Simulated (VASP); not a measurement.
# SnO (P4/nmm) in VASP: notebook, part 2 of 2

VASP 6.6.1.

**4. Relaxation of cell and atoms, revPBE+D4**

This run uses another cell than the first one, of 17.77 Å³/atom, 0.943 times its volume.

File INCAR:

```
SYSTEM = SnO
  PREC = Accurate
  ENCUT = 600
  EDIFF = 1E-7
  ISMEAR = -1
  SIGMA = 0.05
  LREAL = .False.
  LASPH = .True.
  NELM = 80
  ALGO = Normal
  ISIF = 3
  LWAVE = .False.
  LCHARG = .False.
  GGA = RE
  IVDW = 13
  IBRION = 2
  NSW = 60
  EDIFFG = -0.01
```

File KPOINTS:

```
Automatic mesh
0
Gamma
  7 7 6
  0 0 0
```

File POSCAR:

```
SnO
1.0
    3.8136952200      0.0000000000      0.0000000000
    0.0000000000      3.8136952200      0.0000000000
    0.0000000000      0.0000000000      4.8869133000
Sn O
2 2
Direct
    0.5000000000      0.0000000000      0.7646261400
    0.0000000000      0.5000000000      0.2353738600
    0.0000000000      0.0000000000      0.0000000000
    0.5000000000      0.5000000000      0.0000000000
```

Command:

```
$ cat potpaw_PBE.64/Sn_d/POTCAR potpaw_PBE.64/O/POTCAR > POTCAR
$ mpirun -np 1 vasp_std > vasp.out
```

It took 6.9 min on 1 thread of Intel Xeon 6975P-C (Granite Rapids), shared host; peak memory 0.24 GiB.

The run converged. Its results:

| Quantity | Value |
| --- | --- |
| Free energy | -23.2476 eV |
| Relaxed volume | 17.11 Å³/atom |
| Relaxed cell | a = 3.835 Å, b = 3.835 Å, c = 4.654 Å, α = 90.00°, β = 90.00°, γ = 90.00° |
| Space group after relaxing (to 0.05 Å) | P4/nmm (No. 129) |
| Energy gained by relaxing | 10.0 meV/atom |
| Ionic steps | 12 |
| Pressure after relaxing | 0.1 GPa |
| Band gap on the k mesh | 0.05 eV, indirect (least direct gap 1.82 eV) |
| Dispersion energy per atom | -0.484 eV |

The path:
```
step  energy change (eV)  largest force (eV/Å)  pressure (GPa)  volume (Å³)
   1              0.0000                0.6234            1.82        71.08
   2             -0.0054                0.2959           -2.53        73.17
   3             -0.0169                0.1080           -0.64        72.21
   4             -0.0219                0.0928           -0.56        71.71
   5             -0.0335                0.0494           -0.21        70.20
   6             -0.0371                0.0151            0.74        67.21
   7             -0.0393                0.0196            0.33        68.44
   8             -0.0393                0.0162            0.37        68.30
   9             -0.0382                0.1648           -0.78        68.75
  10             -0.0398                0.0487           -0.04        68.46
  11             -0.0400                0.0235            0.09        68.46
  12             -0.0401                0.0011            0.05        68.46
```

Final structure:
```cif
data_structure
_symmetry_space_group_name_H-M 'P 1'
_symmetry_Int_Tables_number 1
_cell_length_a 3.8355
_cell_length_b 3.8355
_cell_length_c 4.6536
_cell_angle_alpha 90.000
_cell_angle_beta 90.000
_cell_angle_gamma 90.000
_cell_volume 68.46
loop_
_atom_site_label
_atom_site_type_symbol
_atom_site_fract_x
_atom_site_fract_y
_atom_site_fract_z
_atom_site_occupancy
Sn1 Sn 0.50000 0.00000 0.74939 1
Sn2 Sn 0.00000 0.50000 0.25061 1
O1 O 0.00000 0.00000 0.00000 1
O2 O 0.50000 0.50000 0.00000 1
```

Levels at points of the mesh, in eV from the valence-band top:
| k point | band 18 | band 19 | band 20 | band 21 | band 22 | band 23 |
| --- | --- | --- | --- | --- | --- | --- |
| (0.00, 0.00, 0.00) | -3.04 | -3.04 | 0.00 | 2.31 | 4.35 | 4.35 |
| (0.00, 0.00, 0.50) | -3.06 | -2.81 | -2.09 | 1.82 | 2.62 | 2.62 |

Caveat: the PAW data sets were made with another functional, which shifts forces and pressure a little; spin-orbit coupling is left out, which moves the levels of the heavy elements.

**5. Relaxation of cell and atoms, PBEsol, target pressure 10 GPa, at which the enthalpy is minimised**

This run uses another cell than the first one, of 17.77 Å³/atom, 0.943 times its volume.

File INCAR:

```
SYSTEM = SnO
PREC     = Accurate       ! precision mode
ENCUT    = 600            ! plane-wave cutoff, eV
EDIFF    = 1E-6           ! SCF threshold, eV
ISMEAR   = -1             ! smearing method
SIGMA    = 0.05           ! smearing width, eV
LREAL    = .False.        ! projectors in reciprocal space
LASPH    = .True.         ! aspherical terms in the spheres
NELM     = 60             ! most SCF steps
ALGO     = Normal         ! electronic algorithm
ISIF     = 3              ! what is computed and relaxed
LWAVE    = .False.        ! write WAVECAR
LCHARG   = .False.        ! write CHGCAR
GGA      = PS             ! functional
IBRION   = 2              ! ionic algorithm
NSW      = 60             ! ionic steps
EDIFFG   = -0.01          ! ionic threshold
PSTRESS  = 100.0
```

File KPOINTS:

```
regular mesh
0
Gamma
  7 7 6
  0 0 0
```

POSCAR is that of step 4.

Potentials or basis: VASP PAW PBE potentials, release 64 (Sn_d, O).

Command:

```
$ cat potpaw_PBE.64/Sn_d/POTCAR potpaw_PBE.64/O/POTCAR > POTCAR
$ mpirun -np 1 vasp_std > vasp.out
```

OUTCAR:

```text
SYSTEM = SnO
   PREC = Accurate
   ENCUT = 600
   EDIFF = 1E-6
   ISMEAR = -1
   LREAL = .False.
   LASPH = .True.
   NELM = 60
   ISIF = 3
   GGA = PS
   IBRION = 2
   NSW = 60
   EDIFFG = -0.01
   PSTRESS = 100.0

 ion  position               nearest neighbor table
   1  0.500  0.000  0.765-   3 2.23   4 2.23   4 2.23   3 2.23   2 3.54   2 3.54   2 3.54   2 3.54
                             2 3.74   2 3.74   2 3.74   2 3.74
   2  0.000  0.500  0.235-   3 2.23   4 2.23   3 2.23   4 2.23   1 3.54   1 3.54   1 3.54   1 3.54
                             1 3.74   1 3.74   1 3.74   1 3.74
   3  0.000  0.000  0.000-   1 2.23   2 2.23   2 2.23   1 2.23
   4  0.500  0.500  0.000-   1 2.23   2 2.23   1 2.23   2 2.23

  LATTYP: Found a simple tetragonal cell.
 ALAT       =     3.8136952200
 C/A-ratio  =     1.2814116016

[... 387 lines left out ...]

 number of electron      39.9999979 magnetization

 Free energy of the ion-electron system (eV)
  ---------------------------------------------------
  ext. energy  EPLUGINS =         0.00000000
  ---------------------------------------------------
  free energy    TOTEN  =       -23.96874117 eV

  energy without entropy =      -23.96353863  energy(sigma->0) =      -23.96613990

 E-fermi :   9.3857     XC(G=0): -11.5418

 val. band max:        9.3749865173   @ k =   0.1429   0.0000   0.1667
 cond. band min:       9.3944944534   @ k =   0.1429   0.1429   0.0000
 fundamental gap:      0.0195079361
 Fermi energy:         9.3857394660

 k-point     1 :       0.0000    0.0000    0.0000
  band No.  band energies     occupation
      1     -12.9243      2.00000
      2     -12.3963      2.00000
      3     -12.3963      2.00000
      4     -12.3350      2.00000
      5     -12.3285      2.00000
      6     -12.3161      2.00000
[... 637 lines left out ...]
     23      13.7743      0.00000
     24      15.2542      0.00000

 [... further k-points ...]
[... 5 lines left out ...]
  --------------------------------------------------------------------------------------
  -------------------------------------------------------------------------------------
  Total        3.6148033      3.6148033      3.6604550      0.0000000      0.0000000      0.0000000
  in kB       99.2350218     99.2350218    100.4882706      0.0000000      0.0000000      0.0000000
  external PRESSURE =      -0.3472286 kB  Pullay stress =     100.0000000 kB
[... 23 lines left out ...]
  energy  without entropy=      -23.9635386315  energy(sigma->0) =      -23.96613990

  enthalpy is  TOTEN    =       -20.3260722340 eV   P V=        3.6426689314

 reached required accuracy - stopping structural energy minimisation
```

OSZICAR:

```text
N       E                     dE             d eps       ncg     rms          rms(c)
DAV:   1     0.414596681224E+03    0.41460E+03   -0.22348E+04  1944   0.274E+03
[... 135 lines left out ...]
       N       E                     dE             d eps       ncg     rms          rms(c)
DAV:   1    -0.239698798585E+02    0.38675E-02   -0.11520E-01  2944   0.289E+00    0.214E-01
DAV:   2    -0.239689700789E+02    0.90978E-03   -0.33135E-03  2504   0.719E-01    0.914E-02
DAV:   3    -0.239687696352E+02    0.20044E-03   -0.40817E-04  2568   0.427E-01    0.364E-02
DAV:   4    -0.239687401041E+02    0.29531E-04   -0.10283E-04  2968   0.166E-01    0.961E-03
DAV:   5    -0.239687414754E+02   -0.13713E-05   -0.27325E-05  2656   0.657E-02    0.451E-03
DAV:   6    -0.239687411654E+02    0.30998E-06   -0.34556E-06  1648   0.213E-02
  14 F= -.20326072E+02 E0= -.20323471E+02  d E =-.526119E-03
```

It took 7.6 min on 1 thread of Intel Xeon Platinum 8488C (Sapphire Rapids), shared host; peak memory 0.23 GiB.

Results:

```yaml
Free_energy: -23.9687 eV
Relaxed_volume: 14.59 Å³/atom
Relaxed_cell: a = 3.686 Å, b = 3.686 Å, c = 4.295 Å, α = 90.00°, β = 90.00°, γ = 90.00°
Space_group_after_relaxing_to_0.05_Å: P4/nmm (No. 129)
Energy_change_on_relaxing_the_enthalpy_is_what_falls: +60.8 meV/atom
Ionic_steps: 14
Pressure_after_relaxing: 10.0 GPa
Band_gap_on_the_k_mesh: zero (band 20 reaches 9.56 eV, above the bottom of band 21 at 8.69 eV)
```

Forces on the atoms (eV/Å):
```
Sn   0.000  0.000  0.003
Sn   0.000  0.000 -0.003
O    0.000  0.000  0.000
O    0.000  0.000  0.000
```

Stress tensor (GPa, compression positive):
```
 9.92  0.00  0.00
 0.00  9.92  0.00
 0.00  0.00 10.05
```

The path:
| step | energy change (eV) | largest force (eV/Å) | pressure (GPa) | volume (Å³) |
| --- | --- | --- | --- | --- |
| 1 | 0.0000 | 0.1573 | -0.36 | 71.08 |
| 2 | 0.6205 | 3.0311 | 21.98 | 59.90 |
| 3 | 0.1763 | 1.6196 | 10.25 | 64.59 |
| 4 | 0.1748 | 0.8697 | 10.30 | 61.57 |
| 5 | 0.4718 | 0.7898 | 13.06 | 56.34 |
| 6 | 0.2659 | 0.1735 | 11.24 | 58.90 |
| 7 | 0.2895 | 0.0347 | 11.46 | 58.48 |
| 8 | 0.1989 | 0.2553 | 8.09 | 59.29 |
| 9 | 0.1909 | 0.2965 | 7.62 | 59.41 |
| 10 | 0.2841 | 0.3789 | 12.04 | 57.85 |
| 11 | 0.2307 | 0.0761 | 9.93 | 58.57 |
| 12 | 0.2318 | 0.0851 | 9.97 | 58.55 |
| 13 | 0.2381 | 0.0339 | 9.97 | 58.44 |
| 14 | 0.2432 | 0.0026 | 9.97 | 58.36 |

Final structure:
```
CELL_PARAMETERS angstrom
3.68607 0.00000 0.00000
0.00000 3.68607 0.00000
0.00000 0.00000 4.29539
ATOMIC_POSITIONS crystal
Sn 0.50000 0.00000 0.72818
Sn 0.00000 0.50000 0.27182
O 0.00000 0.00000 0.00000
O 0.50000 0.50000 0.00000
```

Levels at points of the mesh, in eV from the Fermi level:
| k point | band 17 | band 18 | band 19 | band 20 | band 21 | band 22 | band 23 | band 24 |
| --- | --- | --- | --- | --- | --- | --- | --- | --- |
| (0.00, 0.00, 0.00) | -3.86 | -3.39 | -3.39 | 0.17 | 3.06 | 4.04 | 4.04 | 6.15 |
| (0.00, 0.00, 0.50) | -3.41 | -3.41 | -2.44 | -1.78 | 1.89 | 1.92 | 1.92 | 3.25 |

Caveat: the cell is relaxed towards a set pressure, so the enthalpy falls and the energy may rise; the volume moved by over 15 % at a fixed basis, so the end points are rough; the PAW data sets were made with another functional, which shifts forces and pressure a little; spin-orbit coupling is left out, which moves the levels of the heavy elements.

**6. Overview**

| task | level | cell | cutoff (eV) | gap on the mesh (eV) | pressure (GPa) | largest force (eV/Å) |
| --- | --- | --- | --- | --- | --- | --- |
| single point | PBE+D3(BJ) | a = 3.888, b = 3.888, c = 4.983 Å, 4 atoms | 520 | 0.58 | -3.2 | 0.30 |
| single point | r2SCAN+rVV10 | a = 3.793, b = 3.793, c = 4.772 Å, 4 atoms | 520 | 0.25 | 0.7 | 0.16 |
| relaxation of cell and atoms | revPBE+D4 | relaxed from a = 3.814, b = 3.814, c = 4.887 Å, 4 atoms | 600 | 0.05 | 0.1 | - |
| relaxation of cell and atoms | PBEsol | relaxed to 10 GPa from a = 3.814, b = 3.814, c = 4.887 Å, 4 atoms | 600 | none | 10.0 | - |

Alike in all rows: potentials or basis VASP PAW PBE potentials, release 64 (Sn_d, O); no spin polarisation; k mesh 7 × 7 × 6; smearing fermi-dirac 0.05 eV.

Caveats: spin-orbit coupling is left out, which moves the levels of the heavy elements; the PAW data sets were made with another functional, which shifts forces and pressure a little (some runs); the cell is relaxed towards a set pressure, so the enthalpy falls and the energy may rise (some runs); the volume moved by over 15 % at a fixed basis, so the end points are rough (some runs).

Total energies depend on the potentials used, so only differences within one code and one set of settings carry meaning.
